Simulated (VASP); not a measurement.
# AgCl (I-4m2) in VASP: notebook, part 2 of 2

VASP 6.6.1.

## (3) Single point, r2SCAN (epitaxial xy strain -5.0%)

The input, POSCAR:

```
AgCl
1.0
    0.0000000000      2.8436018663      3.2677105488
    2.8436018663      0.0000000000      3.2677105488
    2.8436018663      2.8436018663      0.0000000000
Ag Cl
1 1
Direct
    0.0000000000      0.0000000000      0.0000000000
    0.2500000000      0.2500000000      0.2500000000
```

The input, INCAR.step1:

```
PREC = Accurate ; ENCUT = 520
ISMEAR = 0 ; SIGMA = 0.01
LREAL = False ; LASPH = True
NELM = 80 ; NBANDS = 16
GGA = PE ; ALGO = Normal
EDIFF = 1E-4 ; LWAVE = True
LCHARG = False
```

The input, INCAR.step2:

```
PREC = Accurate ; ENCUT = 520
EDIFF = 1E-7 ; ISMEAR = 0
SIGMA = 0.01 ; LREAL = False
LASPH = True ; NELM = 80
ALGO = Normal ; ISIF = 2
LWAVE = False ; LCHARG = False
METAGGA = R2SCAN ; LMIXTAU = True
NBANDS = 16 ; ISTART = 1
```

The input, KPOINTS:

```
Automatic mesh
0
Gamma
  8 8 8
```

Potentials or basis: VASP PAW PBE potentials, release 64 (Ag, Cl).

Command:

```console
cat potpaw_PBE.64/Ag/POTCAR potpaw_PBE.64/Cl/POTCAR > POTCAR
cp INCAR.step1 INCAR
mpirun -np 1 vasp_std > vasp.out
cp INCAR.step2 INCAR
mpirun -np 1 vasp_std > vasp.out
```

OUTCAR:

```text
PREC = Accurate
   ENCUT = 520
   EDIFF = 1E-7
   ISMEAR = 0
   LREAL = False
   LASPH = True
   NELM = 80
   ISIF = 2
   METAGGA = R2SCAN
   ISTART = 1

 ion  position               nearest neighbor table
   1  0.000  0.000  0.000-   2 2.59   2 2.59   2 2.59   2 2.59
   2  0.250  0.250  0.250-   1 2.59   1 2.59   1 2.59   1 2.59

  LATTYP: Found a body centered tetragonal cell.
 ALAT       =     4.0214603253
 C/A-ratio  =     1.6251362861

  Lattice vectors:

[... 644 lines left out ...]

  FORCE on cell =-STRESS in cart. coord.  units (eV):
  Direction    XX          YY          ZZ          XY          YZ          ZX
  --------------------------------------------------------------------------------------
  -------------------------------------------------------------------------------------
  Total        0.0276647      0.0276647     -0.0284072      0.0000000      0.0000000      0.0000000
  in kB        0.8387349      0.8387349     -0.8612475      0.0000000      0.0000000      0.0000000
  external PRESSURE =       0.2720741 kB  Pullay stress =       0.0000000 kB

 VOLUME and BASIS-vectors are now :
 -----------------------------------------------------------------------------
  energy-cutoff  :      520.00
  volume of cell :       52.85
      direct lattice vectors                 reciprocal lattice vectors
     0.000000000  2.843601866  3.267710549    -0.175833335  0.175833335  0.153012329
     2.843601866  0.000000000  3.267710549     0.175833335 -0.175833335  0.153012329
     2.843601866  2.843601866  0.000000000     0.175833335  0.175833335 -0.153012329

 POSITION                                       TOTAL-FORCE (eV/Angst)
 -----------------------------------------------------------------------------------
      0.00000      0.00000      0.00000         0.000000      0.000000      0.000000
      1.42180      1.42180      1.63386        -0.000000     -0.000000      0.000000
 -----------------------------------------------------------------------------------
    total drift:                               -0.000045     -0.000045     -0.000001

  FREE ENERGIE OF THE ION-ELECTRON SYSTEM (eV)
  ---------------------------------------------------
  free  energy   TOTEN  =       -28.5417103935 eV

  energy  without entropy=      -28.5417103935  energy(sigma->0) =      -28.54171039
```

OUTCAR.step1:

```text
PREC = Accurate
   ENCUT = 520
   ISMEAR = 0
   LREAL = False
   LASPH = True
[... 678 lines left out ...]
      0.00000      0.00000      0.00000        -0.000000     -0.000000      0.000000
      1.42180      1.42180      1.63386         0.000000      0.000000     -0.000000
 -----------------------------------------------------------------------------------
    total drift:                               -0.000002     -0.000002      0.000002

  FREE ENERGIE OF THE ION-ELECTRON SYSTEM (eV)
  ---------------------------------------------------
  free  energy   TOTEN  =        -5.4360503558 eV

  energy  without entropy=       -5.4360503558  energy(sigma->0) =       -5.43605036
```

OSZICAR.step1:

```text
N       E                     dE             d eps       ncg     rms          rms(c)
DAV:   1     0.101312298529E+03    0.10131E+03   -0.84066E+03  1904   0.982E+02
DAV:   2    -0.144579605042E+01   -0.10276E+03   -0.95703E+02  2320   0.217E+02
DAV:   3    -0.559172069306E+01   -0.41459E+01   -0.41346E+01  2392   0.459E+01
DAV:   4    -0.562699446184E+01   -0.35274E-01   -0.35269E-01  2456   0.453E+00
DAV:   5    -0.562758171937E+01   -0.58726E-03   -0.58724E-03  2376   0.583E-01    0.575E+00
DAV:   6    -0.543944303597E+01    0.18814E+00   -0.28100E-01  2472   0.677E+00    0.397E+00
DAV:   7    -0.543596222685E+01    0.34808E-02   -0.10619E-01  2240   0.213E+00    0.201E+00
DAV:   8    -0.543567064103E+01    0.29159E-03   -0.57581E-03  2288   0.776E-01    0.277E-01
DAV:   9    -0.543586677871E+01   -0.19614E-03   -0.71009E-04  2416   0.349E-01    0.429E-02
DAV:  10    -0.543604133364E+01   -0.17455E-03   -0.22353E-04  2288   0.109E-01    0.376E-02
DAV:  11    -0.543605035576E+01   -0.90221E-05   -0.91079E-06  1832   0.214E-02
   1 F= -.54360504E+01 E0= -.54360504E+01  d E =-.515366E-43
```

It took 95 s on 1 thread of AMD EPYC 9R45 (Zen 5), shared host; peak memory 0.18 GiB.

What came out:

| Quantity | Value |
| --- | --- |
| Free energy | -28.5417 eV |
| Pressure | 0.0 GPa |
| Band gap on the k mesh | 1.55 eV |

Caveat: the cell differs from its parent crystal (epitaxial xy strain -5.0%); the PAW data sets were made with another functional, which shifts forces and pressure a little.
